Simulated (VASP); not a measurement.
Wanted: the native input for a VASP 6.6.1 run.

- Task: single point
- Functional: PBE
- Potentials or basis: VASP PAW PBE potentials, release 64 (Be, S)
- Cutoff: 600 eV
- k mesh: 6 × 6 × 4
- Occupations: gaussian, width 0.1 eV
- Spin: no spin polarisation
- Dipole correction: no
- Further INCAR settings: ALGO = Normal; EDIFF = 1e-06; NBANDS = 20

The structure of Be7S lies in POSCAR:

```
Be7S
1.0
    2.2157655791     -2.4594480578      0.0000000000
    2.2157655791      2.4594480578      0.0000000000
    0.0000000000      0.0000000000      6.9899814385
Be S
7 1
Direct
    0.7610649929      0.2389350071      0.5000000000
    0.2389350071      0.7610649929      0.5000000000
    0.7442330362      0.7442330362      0.2975985117
    0.7442330362      0.7442330362      0.7024014883
    0.2557669638      0.2557669638      0.7024014883
    0.2557669638      0.2557669638      0.2975985117
    0.5000000000      0.5000000000      0.0000000000
    0.0000000000      0.0000000000      0.0000000000
```

The cell was generated, and may not be a known phase.

One way to write it, as run:

INCAR

```
  PREC = Accurate
  ENCUT = 600
  EDIFF = 1E-6
  ISMEAR = 0
  SIGMA = 0.1
  LREAL = F
  LASPH = T
  NELM = 120
  ALGO = Normal
  ISIF = 2
  LWAVE = F
  LCHARG = F
  GGA = PE
  NBANDS = 20
  GGA_COMPAT = F
```

KPOINTS

```
regular mesh
0
Gamma
  6 6 4
```

Potentials or basis: VASP PAW PBE potentials, release 64 (Be, S).

The run is started by

```bash
$ cat potpaw_PBE.64/Be/POTCAR potpaw_PBE.64/S/POTCAR > POTCAR
$ mpirun -np 1 vasp_std > vasp.out
```

Results of the run:

| Item | Value |
| --- | --- |
| Pressure | 0.3 GPa |
| Largest force | 0.057 eV/Å |
| Band gap on the k mesh | zero (bands 10 and 11 overlap by 3.31 eV) |

Wall time 61 s on 1 thread of Intel Xeon 8259CL, with other jobs on the host, peak memory 0.22 GiB.
